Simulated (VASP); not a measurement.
Write the native input for VASP 6.6.1 that does the following.

```yaml
Task: single point
Functional: LDA
Potentials_or_basis: VASP PAW LDA potentials, release 64 (Li_sv, F)
Cutoff: 520 eV
k_mesh: 9 × 9 × 6
Occupations: gaussian, width 0.05 eV
Spin: no spin polarisation
Dipole_correction: no
Further_INCAR_settings: ALGO = Normal; EDIFF = 1e-07; NBANDS = 18
```

The structure of LiF lies in POSCAR:

```
LiF
1.0
    3.1368210888      0.0000000000      0.0000000000
   -1.5684105444      2.7165667500      0.0000000000
    0.0000000000      0.0000000000      4.4865952033
Li F
2 2
Direct
    0.3333333333      0.6666666667      0.3839784076
    0.6666666667      0.3333333333      0.8839784076
    0.3333333333      0.6666666667      0.9910195924
    0.6666666667      0.3333333333      0.4910195924
```

These files were run (other wordings do the same):

INCAR

```
SYSTEM = LiF
  PREC = Accurate
  ENCUT = 520
  EDIFF = 1E-7
  ISMEAR = 0
  SIGMA = 0.05
  LREAL = .FALSE.
  LASPH = .TRUE.
  NELM = 100
  ALGO = Normal
  ISIF = 2
  LWAVE = .FALSE.
  LCHARG = .FALSE.
  NBANDS = 18
```

KPOINTS

```
Automatic mesh
0
G
  9 9 6
  0 0 0
```

Potentials or basis: VASP PAW LDA potentials, release 64 (Li_sv, F).

Launch:

```console
$ cat potpaw_LDA.64/Li_sv/POTCAR potpaw_LDA.64/F/POTCAR > POTCAR
$ mpirun -np 1 vasp_std > vasp.out
```

It gave:

```
Largest force          : 0.365 eV/Å
Band gap on the k mesh : 7.57 eV
```

It took 20 s on 1 thread of Intel Xeon 8259CL, on a shared host, peak memory 0.15 GiB.
